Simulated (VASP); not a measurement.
# Sn (Pm-3m) in VASP: a series of runs

Sn is run at these levels: PBE; tasks: single point, relaxation of cell and atoms.

Everything below comes from runs of VASP 6.6.1. Logs are shortened: lines on timing, memory, paths and dates and some standing lists are left out, and cuts for length are marked.

## Step 1: The cell of the first run

Symmetry: Pm-3m, No. 221, cubic system. Conventional cell: a = 3.090 Å, b = 3.090 Å, c = 3.090 Å, α = 90.00°, β = 90.00°, γ = 90.00°. Within 4.1 Å of Sn (site symmetry m-3m) lie 6 Sn at 3.09 Å.

## Step 2: Single point, PBE

The input, INCAR:

```
  PREC = Accurate
  ENCUT = 520
  EDIFF = 1E-7
  ISMEAR = -1
  SIGMA = 0.08
  LREAL = F
  LASPH = T
  NELM = 100
  ALGO = Normal
  ISIF = 2
  LWAVE = F
  LCHARG = T
  GGA = PE
  LELF = T
  LVHAR = T
  NBANDS = 13
```

The input, KPOINTS:

```
Automatic mesh
0
Gamma
  12 12 12
```

The input, POSCAR:

```
Sn
1.0
    3.0901547768      0.0000000000      0.0000000000
    0.0000000000      3.0901547768      0.0000000000
    0.0000000000      0.0000000000      3.0901547768
Sn
1
Direct
    0.0000000000      0.0000000000      0.0000000000
```

Potentials or basis: VASP PAW PBE potentials, release 64 (Sn_d).

The run is started by

```bash
> cat potpaw_PBE.64/Sn_d/POTCAR > POTCAR
> mpirun -np 1 vasp_std > vasp.out
```

OUTCAR:

```text
PREC = Accurate
   ENCUT = 520
   EDIFF = 1E-7
   ISMEAR = -1
   LREAL = F
   LASPH = T
   NELM = 100
   ISIF = 2
   GGA = PE

 ion  position               nearest neighbor table
   1  0.000  0.000  0.000-

  LATTYP: Found a simple cubic cell.
 ALAT       =     3.0901547768

  Lattice vectors:

 A1 = (   3.0901547768,   0.0000000000,   0.0000000000)
 A2 = (   0.0000000000,   3.0901547768,   0.0000000000)
 A3 = (   0.0000000000,   0.0000000000,   3.0901547768)

Analysis of symmetry for initial positions (statically):
=====================================================================
 Subroutine PRICEL returns:
 Original cell was already a primitive cell.

 Routine SETGRP: Setting up the symmetry group for a
 simple cubic supercell.

 Subroutine GETGRP returns: Found 48 space group operations
 (whereof 48 operations were pure point group operations)
 out of a pool of 48 trial point group operations.

The static configuration has the point symmetry O_h .

Analysis of symmetry for dynamics (positions and initial velocities):
=====================================================================
 Subroutine PRICEL returns:
 Original cell was already a primitive cell.

 Routine SETGRP: Setting up the symmetry group for a
 simple cubic supercell.

 Subroutine GETGRP returns: Found 48 space group operations
 (whereof 48 operations were pure point group operations)
 out of a pool of 48 trial point group operations.

The dynamic configuration has the point symmetry O_h .

 Subroutine INISYM returns: Found 48 space group operations
 (whereof 48 operations are pure point group operations),
 and found     1 'primitive' translations

----------------------------------------------------------------------------------------

                                     Primitive cell

  volume of cell :      29.5081

  direct lattice vectors                    reciprocal lattice vectors
     3.090154777  0.000000000  0.000000000     0.323608386  0.000000000  0.000000000
     0.000000000  3.090154777  0.000000000     0.000000000  0.323608386  0.000000000
     0.000000000  0.000000000  3.090154777     0.000000000  0.000000000  0.323608386

  length of vectors
     3.090154777  3.090154777  3.090154777     0.323608386  0.323608386  0.323608386

  position of ions in fractional coordinates (direct lattice)
     0.000000000  0.000000000  0.000000000

  ion indices of the primitive-cell ions
   primitive index   ion index
                 1           1

----------------------------------------------------------------------------------------
[... 80 lines left out ...]
   PSTRESS=    0.0 pullay stress
   NELECT =      14.0000    total number of electrons
   NUPDOWN=      -1.0000    fix difference up-down
   EMIN   =  10.00;   EMAX   =-10.00  energy-range for DOS
   EFERMI =   0.00;   METHOD = LEGACY
   ISMEAR =    -1;   SIGMA  =   0.08  broadening in eV -4-tet -1-fermi 0-gaus
   EFERMI_NEDOS =   21; number of points for ismear=-14 and -15
   IALGO  =     38    algorithm
   IMIX   =      4    mixing-type and parameters
     AMIX     =   0.40;   BMIX     =  1.00
     AMIX_MAG =   1.60;   BMIX_MAG =  1.00
  volume/ion in A,a.u.               =      29.51       199.13
  Fermi-wavevector in a.u.,A,eV,Ry     =   1.276842  2.412882 22.181937  1.630326
  Thomas-Fermi vector in A             =   2.409476
   LORBIT       =      0    0 simple, 1 ext, 2 COOP (PROOUT), +10 PAW based schemes
   GGA     = PE    functional components
   LHFCALC =     F    Hartree Fock is set to
   AEXX    =    0.0000 exact exchange contribution
   IVDW    =     0    specifies the selected vdW correction
   LEPSILON=     F    determine dielectric tensor
   LRPA    =     F    only Hartree local field effects (RPA)
 non-spin polarized calculation
  energy-cutoff  :      520.00
  volume of cell :       29.51
 maximum number of plane-waves:       840
 NGX is ok and might be reduce to    24
   NGX = 11   NGY = 11   NGZ = 11

 number of electron      13.9999992 magnetization

 Free energy of the ion-electron system (eV)
  ---------------------------------------------------
  ext. energy  EPLUGINS =         0.00000000
  ---------------------------------------------------
  free energy    TOTEN  =        -3.76556092 eV

  energy without entropy =       -3.74879107  energy(sigma->0) =       -3.75717599

 E-fermi :   6.9518     XC(G=0):  -9.8712

 val. band max:        6.9394322227   @ k =   0.2500   0.1667   0.0000
 cond. band min:       6.9906556110   @ k =   0.4167   0.4167   0.3333
 fundamental gap:      0.0512233882
 Fermi energy:         6.9517988069

 k-point     1 :       0.0000    0.0000    0.0000
  band No.  band energies     occupation
      1     -14.6659      2.00000
      2     -14.6659      2.00000
      3     -14.3069      2.00000
      4     -14.3069      2.00000
      5     -14.3069      2.00000
      6      -3.6797      2.00000
      7      12.1539      0.00000
      8      12.1539      0.00000
      9      12.1539      0.00000
     10      15.4669      0.00000
     11      15.4669      0.00000
     12      16.7172      0.00000
     13      26.7986      0.00000
[... 354 lines left out ...]
  band No.  band energies     occupation
      1     -14.5351      2.00000
      2     -14.4878      2.00000
      3     -14.3860      2.00000
      4     -14.3676      2.00000
      5     -14.2693      2.00000
      6       0.4937      2.00000
      7       4.6577      2.00000
      8       6.9293      1.13964
      9      11.9427      0.00000
     10      16.0885      0.00000
     11      19.3230      0.00000
     12      21.1611      0.00000
     13      22.0209      0.00000

 [... further k-points ...]

------------------------ aborting loop because EDIFF is reached ----------------------------------------

  FORCE on cell =-STRESS in cart. coord.  units (eV):
  Direction    XX          YY          ZZ          XY          YZ          ZX
  --------------------------------------------------------------------------------------
  -------------------------------------------------------------------------------------
  Total       -0.0108206     -0.0108206     -0.0108206     -0.0000000      0.0000000     -0.0000000
  in kB       -0.5875196     -0.5875196     -0.5875196     -0.0000000      0.0000000     -0.0000000
  external PRESSURE =      -0.5875196 kB  Pullay stress =       0.0000000 kB

 VOLUME and BASIS-vectors are now :
 -----------------------------------------------------------------------------
  energy-cutoff  :      520.00
  volume of cell :       29.51
      direct lattice vectors                 reciprocal lattice vectors
     3.090154777  0.000000000  0.000000000     0.323608386  0.000000000  0.000000000
     0.000000000  3.090154777  0.000000000     0.000000000  0.323608386  0.000000000
     0.000000000  0.000000000  3.090154777     0.000000000  0.000000000  0.323608386

 POSITION                                       TOTAL-FORCE (eV/Angst)
 -----------------------------------------------------------------------------------
      0.00000      0.00000      0.00000         0.000000      0.000000      0.000000
 -----------------------------------------------------------------------------------
    total drift:                                0.000000     -0.000000      0.000000

  FREE ENERGIE OF THE ION-ELECTRON SYSTEM (eV)
  ---------------------------------------------------
  free  energy   TOTEN  =        -3.7655609187 eV

  energy  without entropy=       -3.7487910678  energy(sigma->0) =       -3.75717599
```

Wall time 21 s (1 thread of Intel Xeon Platinum 8488C (Sapphire Rapids), shared host); peak memory 0.15 GiB.

What came out:

```
Free energy            : -3.7656 eV
Pressure               : -0.1 GPa
Band gap on the k mesh : zero (band 7 reaches 12.15 eV, above the bottom of band 8 at 4.81 eV)
```

Caveat: spin-orbit coupling is left out, which moves the levels of the heavy elements.

## Step 3: Relaxation of cell and atoms, PBE

This run uses another cell than the first one, of 30.24 Å³/atom, 1.025 times its volume.

The input, INCAR:

```
SYSTEM = Sn
  PREC = Accurate
  ENCUT = 600
  EDIFF = 1E-6
  ISMEAR = -1
  SIGMA = 0.08
  LREAL = .FALSE.
  LASPH = .TRUE.
  NELM = 100
  ALGO = Normal
  ISIF = 3
  LWAVE = .FALSE.
  LCHARG = .FALSE.
  GGA = PE
  IBRION = 2
  NSW = 60
  EDIFFG = -0.005
```

The input, KPOINTS:

```
Automatic mesh
0
G
  12 12 12
  0 0 0
```

The input, POSCAR:

```
Sn
1.0
    3.1154964611      0.0000000000      0.0000000000
    0.0000000000      3.1154964611      0.0000000000
    0.0000000000      0.0000000000      3.1154964611
Sn
1
Direct
    0.0000000000      0.0000000000      0.0000000000
```

Potentials or basis: VASP PAW PBE potentials, release 64 (Sn_d).

The run is started by

```bash
> cat potpaw_PBE.64/Sn_d/POTCAR > POTCAR
> mpirun -np 1 vasp_std > vasp.out
```

Wall time 54 s (1 thread of Intel Xeon Platinum 8488C (Sapphire Rapids), shared host); peak memory 0.18 GiB.

The run converged. Its results:

* Free energy: -3.7657 eV
* Relaxed volume: 29.50 Å³/atom
* Relaxed cell: a = 3.090 Å, b = 3.090 Å, c = 3.090 Å, α = 90.00°, β = 90.00°, γ = 90.00°
* Space group after relaxing (to 0.05 Å): Pm-3m (No. 221)
* Energy gained by relaxing: 2.5 meV/atom
* Ionic steps: 3
* Pressure after relaxing: 0.0 GPa
* Band gap on the k mesh: zero (band 7 reaches 12.16 eV, above the bottom of band 8 at 4.82 eV)

Step by step:
```tsv
step	energy change (eV)	largest force (eV/Å)	pressure (GPa)	volume (Å³)
1	0.0000	0.0000	-1.07	30.24
2	-0.0024	0.0000	0.21	29.36
3	-0.0025	0.0000	0.01	29.50
```

Final structure:
```xyz
1
Lattice="3.0899 0.0000 0.0000 0.0000 3.0899 0.0000 0.0000 0.0000 3.0899" Properties=species:S:1:pos:R:3 pbc="T T T"
Sn    0.0000    0.0000    0.0000
```

Levels at points of the mesh, in eV from the Fermi level:
| k point | band 5 | band 6 | band 7 | band 8 | band 9 | band 10 |
| --- | --- | --- | --- | --- | --- | --- |
| (0.00, 0.00, 0.00) | -21.26 | -10.63 | 5.20 | 5.20 | 5.20 | 8.52 |
| (0.50, 0.00, 0.00) | -21.25 | -7.70 | -4.50 | 7.68 | 7.68 | 11.30 |
| (0.50, 0.50, 0.00) | -21.14 | -4.59 | -2.14 | -2.14 | 2.85 | 10.35 |
| (0.50, 0.50, 0.50) | -21.14 | -1.01 | 0.13 | 0.13 | 0.13 | 5.80 |

Caveat: spin-orbit coupling is left out, which moves the levels of the heavy elements.

## Step 4: Single point, PBE (volume scaled by 0.45)

The input, INCAR:

```
SYSTEM = Sn
PREC = Accurate
ENCUT = 520
EDIFF = 1E-6
ISMEAR = -1
SIGMA = 0.08
LREAL = .FALSE.
LASPH = .TRUE.
NELM = 60
ALGO = Normal
ISIF = 2
LWAVE = .FALSE.
LCHARG = .FALSE.
GGA = PE
NBANDS = 13
```

The input, KPOINTS:

```
regular mesh
0
G
  12 12 12
  0 0 0
```

The input, POSCAR:

```
Sn
1.0
    2.3680147530      0.0000000000      0.0000000000
    0.0000000000      2.3680147530      0.0000000000
    0.0000000000      0.0000000000      2.3680147530
Sn
1
Direct
    0.0000000000      0.0000000000      0.0000000000
```

The run is started by

```bash
> cat potpaw_PBE.64/Sn_d/POTCAR > POTCAR
> mpirun -np 1 vasp_std > vasp.out
```

Wall time 10 s (1 thread of Intel Xeon Platinum 8259CL at 2.50GHz (Skylake/Cascade Lake), shared host); peak memory 0.13 GiB.

The run converged. Its results:

```yaml
Free_energy: 2.1828 eV
Pressure: 251.8 GPa
Band_gap_on_the_k_mesh: zero (band 7 reaches 28.81 eV, above the bottom of band 8 at 19.08 eV)
```

Levels at points of the mesh, in eV from the Fermi level:
```csv
k point,band 3,band 4,band 5,band 6,band 7,band 8,band 9,band 10,band 11,band 12
"(0.00, 0.00, 0.00)",-22.94,-22.94,-22.94,-19.45,7.47,7.47,7.47,12.83,12.83,16.40
"(0.50, 0.00, 0.00)",-23.79,-23.79,-22.87,-11.33,-10.87,11.05,13.44,13.88,13.88,19.12
"(0.50, 0.50, 0.00)",-23.67,-23.67,-22.18,-5.95,-5.95,-2.27,0.80,15.91,15.91,19.17
"(0.50, 0.50, 0.50)",-24.96,-22.12,-22.12,-0.30,-0.30,-0.30,3.63,6.59,6.59,6.59
```

Caveat: the cell differs from its parent crystal (volume scaled by 0.45); spin-orbit coupling is left out, which moves the levels of the heavy elements.

## Step 5: Single point, PBE (volume scaled by 0.45)

The input, INCAR:

```
ALGO = Normal ; EDIFF = 1E-6
ENCUT = 520 ; GGA = PE
ISIF = 2 ; ISMEAR = -1
LASPH = True ; LCHARG = False
LREAL = False ; LWAVE = False
NBANDS = 13 ; NELM = 100
PREC = Accurate ; SIGMA = 0.08
```

The input, KPOINTS:

```
k-points
0
Gamma
  12 12 12
```

POSCAR is that of step 4.

The run is started by

```bash
> cat potpaw_PBE.64/Sn_d/POTCAR > POTCAR
> mpirun -np 1 vasp_std > vasp.out
```

Run time: 9.6 s. Hardware: 1 thread of Intel Xeon Platinum 8259CL at 2.50GHz (Skylake/Cascade Lake), shared host; peak memory 0.12 GiB.

The run converged. Its results:

| Item | Value |
| --- | --- |
| Free energy | 2.1828 eV |
| Pressure | 251.8 GPa |
| Band gap on the k mesh | zero (band 7 reaches 28.81 eV, above the bottom of band 8 at 19.08 eV) |

Levels at points of the mesh, in eV from the Fermi level:
| k point | band 3 | band 4 | band 5 | band 6 | band 7 | band 8 | band 9 | band 10 | band 11 | band 12 |
| --- | --- | --- | --- | --- | --- | --- | --- | --- | --- | --- |
| (0.00, 0.00, 0.00) | -22.94 | -22.94 | -22.94 | -19.45 | 7.47 | 7.47 | 7.47 | 12.83 | 12.83 | 16.40 |
| (0.50, 0.00, 0.00) | -23.79 | -23.79 | -22.87 | -11.33 | -10.87 | 11.05 | 13.44 | 13.88 | 13.88 | 19.12 |
| (0.50, 0.50, 0.00) | -23.67 | -23.67 | -22.18 | -5.95 | -5.95 | -2.27 | 0.80 | 15.91 | 15.91 | 19.17 |
| (0.50, 0.50, 0.50) | -24.96 | -22.12 | -22.12 | -0.30 | -0.30 | -0.30 | 3.63 | 6.59 | 6.59 | 6.59 |

Caveat: the cell differs from its parent crystal (volume scaled by 0.45); spin-orbit coupling is left out, which moves the levels of the heavy elements.

## Step 6: Single point, PBE (volume scaled by 0.52)

The input, INCAR:

```
PREC = Accurate
ENCUT = 520
EDIFF = 1E-6
ISMEAR = -1
SIGMA = 0.08
LREAL = F
LASPH = T
NELM = 60
ALGO = Normal
ISIF = 2
LWAVE = F
LCHARG = T
GGA = PE
LELF = T
LVHAR = T
NBANDS = 13
```

The input, KPOINTS:

```
Automatic mesh
0
Gamma
  12 12 12
```

The input, POSCAR:

```
Sn
1.0
    2.4849329818      0.0000000000      0.0000000000
    0.0000000000      2.4849329818      0.0000000000
    0.0000000000      0.0000000000      2.4849329818
Sn
1
Direct
    0.0000000000      0.0000000000      0.0000000000
```

Potentials or basis: VASP PAW PBE potentials, release 64 (Sn_d).

The run is started by

```bash
> cat potpaw_PBE.64/Sn_d/POTCAR > POTCAR
> mpirun -np 1 vasp_std > vasp.out
```

Wall time 9.7 s (1 thread of Intel Xeon Platinum 8259CL at 2.50GHz (Skylake/Cascade Lake), shared host); peak memory 0.13 GiB.

The run converged. Its results:

```yaml
Free_energy: -0.3181 eV
Pressure: 146.4 GPa
Band_gap_on_the_k_mesh: zero (band 7 reaches 25.04 eV, above the bottom of band 8 at 14.86 eV)
```

Levels at points of the mesh, in eV from the Fermi level:
```
           k point  band 3  band 4  band 5  band 6  band 7  band 8  band 9  band 10  band 11  band 12
(0.00, 0.00, 0.00)  -22.26  -22.26  -22.26  -17.19    7.35    7.35    7.35    11.91    11.91    15.25
(0.50, 0.00, 0.00)  -22.85  -22.85  -22.21  -10.14   -9.58   11.77   12.94    12.94    13.49    17.86
(0.50, 0.50, 0.00)  -22.77  -22.77  -21.70   -4.92   -4.92   -2.83    1.34    16.02    16.02    19.11
(0.50, 0.50, 0.50)  -23.65  -21.66  -21.66   -0.11   -0.11   -0.11    4.88     6.46     6.46     6.46
```

Caveat: the cell differs from its parent crystal (volume scaled by 0.52); spin-orbit coupling is left out, which moves the levels of the heavy elements.

## Step 7: The runs side by side

| task | cell | cutoff (eV) | gap on the mesh (eV) | pressure (GPa) |
| --- | --- | --- | --- | --- |
| single point | a = 3.090 Å, 1 atom | 520 | none | -0.1 |
| relaxation of cell and atoms | relaxed from a = 3.115 Å, 1 atom | 600 | none | 0.0 |
| single point | a = 2.368 Å, 1 atom | 520 | none | 251.8 |
| single point | a = 2.485 Å, 1 atom | 520 | none | 146.4 |

Alike in all rows: level PBE; potentials or basis VASP PAW PBE potentials, release 64 (Sn_d); no spin polarisation; k mesh 12 × 12 × 12; smearing fermi-dirac 0.08 eV.

Caveats: spin-orbit coupling is left out, which moves the levels of the heavy elements.

Absolute energies hang on the potentials; compare differences alone.
